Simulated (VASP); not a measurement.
# RuPt2 (P6_3/mmc) in VASP: further runs, part 2 of 2

VASP 6.6.1. Earlier steps stand in the parts before.

## Step 3: Single point, PBE (14.59 Å³/atom)

This run uses another cell than the first one, of 14.59 Å³/atom.

The input, INCAR:

```
PREC = Accurate
ENCUT = 520
EDIFF = 1E-6
ISMEAR = 0
SIGMA = 0.1
LREAL = F
LASPH = T
NELM = 80
ALGO = Fast
ISIF = 2
LWAVE = F
LCHARG = T
GGA = PE
LELF = T
LVHAR = T
NBANDS = 43
```

The input, KPOINTS:

```
regular mesh
0
Gamma
  18 18 4
```

The input, POSCAR:

```
RuPt2
1.0
    2.7480794557      0.0000000000      0.0000000000
   -1.3740397279      2.3799066203      0.0000000000
    0.0000000000      0.0000000000     13.3817460528
Ru Pt
2 4
Direct
    0.0000000000      0.0000000000      0.2500000000
    0.0000000000      0.0000000000      0.7500000000
    0.3333333333      0.6666666667      0.0875498011
    0.6666666667      0.3333333333      0.5875498011
    0.3333333333      0.6666666667      0.4124501989
    0.6666666667      0.3333333333      0.9124501989
```

Potentials or basis: VASP PAW PBE potentials, release 64 (Ru_pv, Pt).

Launch:

```
cat potpaw_PBE.64/Ru_pv/POTCAR potpaw_PBE.64/Pt/POTCAR > POTCAR
mpirun -np 1 vasp_std > vasp.out
```

OUTCAR:

```text
PREC = Accurate
   ENCUT = 520
   EDIFF = 1E-6
   ISMEAR = 0
   LREAL = F
   LASPH = T
   NELM = 80
   ISIF = 2
   GGA = PE

 ion  position               nearest neighbor table
   1  0.000  0.000  0.250-   3 2.69   5 2.69   3 2.69   5 2.69   3 2.69   5 2.69
   2  0.000  0.000  0.750-   4 2.69   6 2.69   4 2.69   6 2.69   4 2.69   6 2.69
   3  0.333  0.667  0.088-   1 2.69   1 2.69   1 2.69   6 2.83   6 2.83   6 2.83
   4  0.667  0.333  0.588-   2 2.69   2 2.69   2 2.69   5 2.83   5 2.83   5 2.83
   5  0.333  0.667  0.412-   1 2.69   1 2.69   1 2.69   4 2.83   4 2.83   4 2.83
   6  0.667  0.333  0.912-   2 2.69   2 2.69   2 2.69   3 2.83   3 2.83   3 2.83

  LATTYP: Found a hexagonal cell.
 ALAT       =     2.7480794557
 C/A-ratio  =     4.8694902271

  Lattice vectors:

 A1 = (   2.7480794557,   0.0000000000,   0.0000000000)
 A2 = (  -1.3740397279,   2.3799066203,   0.0000000000)
 A3 = (   0.0000000000,   0.0000000000,  13.3817460528)

Analysis of symmetry for initial positions (statically):
=====================================================================
 Subroutine PRICEL returns:
 Original cell was already a primitive cell.

 Routine SETGRP: Setting up the symmetry group for a
 hexagonal supercell.

 Subroutine GETGRP returns: Found 24 space group operations
 (whereof 12 operations were pure point group operations)
 out of a pool of 24 trial point group operations.

The static configuration has the point symmetry D_3d.
 The point group associated with its full space group is D_6h.

Analysis of symmetry for dynamics (positions and initial velocities):
=====================================================================
 Subroutine PRICEL returns:
 Original cell was already a primitive cell.

 Routine SETGRP: Setting up the symmetry group for a
 hexagonal supercell.

 Subroutine GETGRP returns: Found 24 space group operations
 (whereof 12 operations were pure point group operations)
 out of a pool of 24 trial point group operations.

The dynamic configuration has the point symmetry D_3d.
 The point group associated with its full space group is D_6h.

 Subroutine INISYM returns: Found 24 space group operations
 (whereof 12 operations are pure point group operations),
 and found     1 'primitive' translations

----------------------------------------------------------------------------------------

                                     Primitive cell

  volume of cell :      87.5189

  direct lattice vectors                    reciprocal lattice vectors
     2.748079456  0.000000000  0.000000000     0.363890497  0.210092277  0.000000000
    -1.374039728  2.379906620  0.000000000     0.000000000  0.420184553  0.000000000
     0.000000000  0.000000000 13.381746053     0.000000000  0.000000000  0.074728664

  length of vectors
     2.748079456  2.748079456 13.381746053     0.420184553  0.420184553  0.074728664

  position of ions in fractional coordinates (direct lattice)
     0.000000000  0.000000000  0.250000000
     0.000000000  0.000000000  0.750000000
     0.333333333  0.666666667  0.087549801
     0.666666667  0.333333333  0.587549801
     0.333333333  0.666666667  0.412450199
     0.666666667  0.333333333  0.912450199

  ion indices of the primitive-cell ions
   primitive index   ion index
[... 28 lines left out ...]
 Subroutine IBZKPT returns following result:
 ===========================================

 Found    111 irreducible k-points:

 Following reciprocal coordinates:
            Coordinates               Weight
  0.000000  0.000000  0.000000      1.000000
  0.055556 -0.000000  0.000000      6.000000
  0.111111 -0.000000  0.000000      6.000000
  0.166667 -0.000000  0.000000      6.000000
  0.222222  0.000000  0.000000      6.000000
  0.277778  0.000000  0.000000      6.000000
[... 16 lines left out ...]
  0.333333  0.111111  0.000000     12.000000
  0.388889  0.111111  0.000000     12.000000
 [... further k-points ...]
   k-points           NKPTS =    111   k-points in BZ     NKDIM =    111   number of bands    NBANDS=     43
   number of dos      NEDOS =    301   number of ions     NIONS =      6
   total plane-waves  NPLWV =  40000
   dimension x,y,z NGX =    20 NGY =   20 NGZ =  100
   dimension x,y,z NGXF=    40 NGYF=   40 NGZF=  200
   ions per type =               2   4
   NGX,Y,Z   is equivalent  to a cutoff of  12.10, 12.10, 12.42 a.u.
   NGXF,Y,Z  is equivalent  to a cutoff of  24.20, 24.20, 24.85 a.u.
 SYSTEM =  unknown system
   PREC   = accura    normal or accurate (medium, high low for compatibility)
   ISTART =      0    job   : 0-new  1-cont  2-samecut
   ICHARG =      2    charge: 1-file 2-atom 10-const
   ISPIN  =      1    spin polarized calculation?
   LNONCOLLINEAR =      F non collinear calculations
   LSORBIT =      F    spin-orbit coupling
   LASPH  =      T    aspherical Exc in radial PAW
   ENCUT  =  520.0 eV  38.22 Ry    6.18 a.u.   5.11  5.11 24.88*2*pi/ulx,y,z
   NELM   =     80;   NELMIN=  2; NELMDL= -5     # of ELM steps
   EDIFF  = 0.1E-05   stopping-criterion for ELM
   LREAL  =      F    real-space projection
   EDIFFG = 0.1E-04   stopping-criterion for IOM
   NSW    =      0    number of steps for IOM
   IBRION =     -1    ionic relax: 0-MD 1-quasi-New 2-CG
   NFREE  =      0    steps in history (QN), initial steepest desc. (CG)
   ISIF   =      2    stress and relaxation
   ISYM   =      2    0-nonsym 1-usesym 2-fastsym
   POTIM  = 0.5000    time-step for ionic-motion
   TEBEG  =    0.0;   TEEND  =   0.0 temperature during run
   PSTRESS=    0.0 pullay stress
   NELECT =      68.0000    total number of electrons
   NUPDOWN=      -1.0000    fix difference up-down
   EMIN   =  10.00;   EMAX   =-10.00  energy-range for DOS
   EFERMI =   0.00;   METHOD = LEGACY
   ISMEAR =     0;   SIGMA  =   0.10  broadening in eV -4-tet -1-fermi 0-gaus
   EFERMI_NEDOS =   21; number of points for ismear=-14 and -15
   IALGO  =     68    algorithm
   IMIX   =      4    mixing-type and parameters
     AMIX     =   0.40;   BMIX     =  1.00
     AMIX_MAG =   1.60;   BMIX_MAG =  1.00
  volume/ion in A,a.u.               =      14.59        98.43
  Fermi-wavevector in a.u.,A,eV,Ry     =   1.505025  2.844085 30.818573  2.265101
  Thomas-Fermi vector in A             =   2.615928
   LORBIT       =      0    0 simple, 1 ext, 2 COOP (PROOUT), +10 PAW based schemes
   GGA     = PE    functional components
   LHFCALC =     F    Hartree Fock is set to
   AEXX    =    0.0000 exact exchange contribution
   IVDW    =     0    specifies the selected vdW correction
   LEPSILON=     F    determine dielectric tensor
   LRPA    =     F    only Hartree local field effects (RPA)
 non-spin polarized calculation
 RMM-DIIS sequential band-by-band and
 Gauss-broadening in eV      SIGMA  =   0.10
  energy-cutoff  :      520.00
  volume of cell :       87.52
 maximum number of plane-waves:      2378
   NGX = 11   NGY = 11   NGZ = 49

 number of electron      67.9999994 magnetization

 Free energy of the ion-electron system (eV)
  ---------------------------------------------------
  ext. energy  EPLUGINS =         0.00000000
  ---------------------------------------------------
  free energy    TOTEN  =       -42.56475073 eV

  energy without entropy =      -42.52934691  energy(sigma->0) =      -42.54704882

 E-fermi :  11.9684     XC(G=0): -13.6858

 val. band max:       11.9585947810   @ k =   0.3889   0.1667   0.2500
 cond. band min:      11.9778150356   @ k =   0.5000   0.0000   0.5000
 fundamental gap:      0.0192202546
 Fermi energy:        11.9683541571

 k-point     1 :       0.0000    0.0000    0.0000
  band No.  band energies     occupation
      1     -31.2769      2.00000
      2     -31.2767      2.00000
      3     -30.7736      2.00000
      4     -30.7736      2.00000
      5     -30.7736      2.00000
      6     -30.7736      2.00000
[... 1093 lines left out ...]
     42      17.5070      0.00000
     43      18.1820      0.00000

 [... further k-points ...]
[... 5 lines left out ...]
  --------------------------------------------------------------------------------------
  -------------------------------------------------------------------------------------
  Total        4.5072510      4.5072510      4.5533183     -0.0000000      0.0000000      0.0000000
  in kB       82.5126125     82.5126125     83.3559498     -0.0000000      0.0000000      0.0000000
  external PRESSURE =      82.7937250 kB  Pullay stress =       0.0000000 kB

 VOLUME and BASIS-vectors are now :
 -----------------------------------------------------------------------------
  energy-cutoff  :      520.00
  volume of cell :       87.52
      direct lattice vectors                 reciprocal lattice vectors
     2.748079456  0.000000000  0.000000000     0.363890497  0.210092277  0.000000000
    -1.374039728  2.379906620  0.000000000     0.000000000  0.420184553  0.000000000
     0.000000000  0.000000000 13.381746053     0.000000000  0.000000000  0.074728664

 POSITION                                       TOTAL-FORCE (eV/Angst)
 -----------------------------------------------------------------------------------
      0.00000      0.00000      3.34544         0.000000      0.000000      0.000000
      0.00000      0.00000     10.03631        -0.000000     -0.000000      0.000000
     -0.00000      1.58660      1.17157         0.000000      0.000000     -0.003755
      1.37404      0.79330      7.86244        -0.000000     -0.000000     -0.003755
     -0.00000      1.58660      5.51930         0.000000     -0.000000      0.003755
      1.37404      0.79330     12.21018        -0.000000      0.000000      0.003755
 -----------------------------------------------------------------------------------
    total drift:                               -0.000000     -0.000000      0.000000

  FREE ENERGIE OF THE ION-ELECTRON SYSTEM (eV)
  ---------------------------------------------------
  free  energy   TOTEN  =       -42.5647507277 eV

  energy  without entropy=      -42.5293469112  energy(sigma->0) =      -42.54704882
```

OSZICAR:

```text
N       E                     dE             d eps       ncg     rms          rms(c)
DAV:   1     0.618828389544E+03    0.61883E+03   -0.37946E+04  9794   0.162E+03
DAV:   2    -0.245066841041E+02   -0.64334E+03   -0.61846E+03 10471   0.435E+02
DAV:   3    -0.456885301632E+02   -0.21182E+02   -0.20266E+02 10328   0.789E+01
DAV:   4    -0.459859119781E+02   -0.29738E+00   -0.29619E+00 10544   0.866E+00
DAV:   5    -0.459927458770E+02   -0.68339E-02   -0.68324E-02 11340   0.130E+00    0.306E+01
RMM:   6    -0.459643821077E+02    0.28364E-01   -0.10946E+01  9679   0.148E+01    0.248E+01
RMM:   7    -0.465128515586E+02   -0.54847E+00   -0.10615E+01 10327   0.154E+01    0.193E+01
RMM:   8    -0.427516861407E+02    0.37612E+01   -0.36041E+00  9636   0.938E+00    0.559E+00
RMM:   9    -0.426036989787E+02    0.14799E+00   -0.16308E-01  9839   0.188E+00    0.285E+00
RMM:  10    -0.425657515346E+02    0.37947E-01   -0.27909E-02 10137   0.778E-01    0.676E-01
RMM:  11    -0.425646010163E+02    0.11505E-02   -0.66643E-03 10379   0.394E-01    0.903E-02
RMM:  12    -0.425647280386E+02   -0.12702E-03   -0.14904E-03 11078   0.133E-01    0.600E-02
RMM:  13    -0.425647443188E+02   -0.16280E-04   -0.39242E-04 11644   0.741E-02    0.325E-02
RMM:  14    -0.425647563153E+02   -0.11997E-04   -0.91097E-05 11799   0.324E-02    0.600E-02
RMM:  15    -0.425647510659E+02    0.52494E-05   -0.24212E-05 10351   0.259E-02    0.195E-02
RMM:  16    -0.425647507277E+02    0.33817E-06   -0.67079E-06  8577   0.940E-03
   1 F= -.42564751E+02 E0= -.42547049E+02  d E =-.354038E-01
```

It took 4.6 min on 1 thread of AMD EPYC 9R45 (Zen 5), shared host; peak memory 0.41 GiB.

What came out:

| Item | Value |
| --- | --- |
| Free energy | -42.5648 eV |
| Pressure | 8.3 GPa |
| Largest force | 0.004 eV/Å |
| Band gap on the k mesh | zero (bands 34 and 35 overlap by 1.88 eV) |

Forces on the atoms (eV/Å):
```
Ru   0.000  0.000  0.000
Ru   0.000  0.000  0.000
Pt   0.000  0.000 -0.004
Pt   0.000  0.000 -0.004
Pt   0.000  0.000  0.004
Pt   0.000  0.000  0.004
```

Levels at points of the mesh, in eV from the Fermi level:
```
           k point  band 30  band 31  band 32  band 33  band 34  band 35  band 36  band 37  band 38  band 39
(0.00, 0.00, 0.00)    -2.10    -2.10    -1.78    -1.78    -1.16    -1.16    -0.66    -0.66    -0.19     0.11
(0.50, 0.00, 0.00)    -0.04     0.01     0.03     0.06     0.72     1.39     1.41     1.72     1.88     1.94
(0.00, 0.00, 0.50)    -1.91    -1.91    -1.91    -1.22    -1.22    -0.94    -0.94    -0.94    -0.94     0.35
(0.50, 0.00, 0.50)     0.01     0.29     0.29     0.37     0.37     1.00     1.00     1.40     1.40     2.76
```

Caveat: the cell stands under pressure; spin-orbit coupling is left out, which moves the levels of the heavy elements.

## Step 4: Single point, PBE

This run uses another cell than the first one, of 15.04 Å³/atom.

The input, INCAR:

```
PREC = Accurate
ENCUT = 520
EDIFF = 1E-7
ISMEAR = 0
SIGMA = 0.1
LREAL = False
LASPH = True
NELM = 60
ALGO = Fast
ISIF = 2
LWAVE = False
LCHARG = True
GGA = PE
LELF = True
LVHAR = True
NBANDS = 43
```

The input, KPOINTS:

```
Automatic mesh
0
Gamma
  18 18 4
```

The input, POSCAR:

```
RuPt2
1.0
    2.7764409797      0.0000000000      0.0000000000
   -1.3882204898      2.4044684205      0.0000000000
    0.0000000000      0.0000000000     13.5152078394
Ru Pt
2 4
Direct
    0.0000000000      0.0000000000      0.2500000000
    0.0000000000      0.0000000000      0.7500000000
    0.3333333333      0.6666666667      0.0879473015
    0.6666666667      0.3333333333      0.5879473015
    0.3333333333      0.6666666667      0.4120526985
    0.6666666667      0.3333333333      0.9120526985
```

Launch:

```
cat potpaw_PBE.64/Ru_pv/POTCAR potpaw_PBE.64/Pt/POTCAR > POTCAR
mpirun -np 1 vasp_std > vasp.out
```

Wall time 9.1 min (1 thread of AMD EPYC 9R45 (Zen 5), shared host); peak memory 0.45 GiB.

Results (log left out):

```yaml
Free_energy: -42.6312 eV
Pressure: -0.4 GPa
Band_gap_on_the_k_mesh: zero (bands 34 and 35 overlap by 1.78 eV)
```

Levels at points of the mesh, in eV from the Fermi level:
| k point | band 32 | band 33 | band 34 | band 35 | band 36 | band 37 |
| --- | --- | --- | --- | --- | --- | --- |
| (0.00, 0.00, 0.00) | -1.72 | -1.72 | -1.10 | -1.10 | -0.64 | -0.64 |
| (0.50, 0.00, 0.00) | 0.03 | 0.05 | 0.68 | 1.32 | 1.33 | 1.67 |
| (0.00, 0.00, 0.50) | -1.84 | -1.12 | -1.12 | -0.90 | -0.90 | -0.90 |
| (0.50, 0.00, 0.50) | 0.29 | 0.36 | 0.36 | 1.02 | 1.02 | 1.32 |

Caveat: spin-orbit coupling is left out, which moves the levels of the heavy elements.

## Step 5: Overview

| cell | further INCAR settings | gap on the mesh (eV) | pressure (GPa) |
| --- | --- | --- | --- |
| a = 2.719, b = 2.719, c = 13.247 Å, angles 90.0, 90.0, 120.0°, 6 atoms, atomic positions A | ALGO = Fast; EDIFF = 1e-06; NBANDS = 43 | none | 18.8 |
| a = 2.748, b = 2.748, c = 13.382 Å, angles 90.0, 90.0, 120.0°, 6 atoms, atomic positions B | ALGO = Fast; EDIFF = 1e-06; NBANDS = 43 | none | 8.3 |
| a = 2.776, b = 2.776, c = 13.515 Å, angles 90.0, 90.0, 120.0°, 6 atoms, atomic positions C | ALGO = Fast; EDIFF = 1e-07; NBANDS = 43 | none | -0.4 |

Alike in all rows: task single point; level PBE; potentials or basis VASP PAW PBE potentials, release 64 (Ru_pv, Pt); no spin polarisation; k mesh 18 × 18 × 4; cutoff (eV) 520; smearing gaussian 0.1 eV.

Caveats: spin-orbit coupling is left out, which moves the levels of the heavy elements; the cell stands under pressure (at least some runs).

Absolute energies hang on the potentials; compare differences alone.
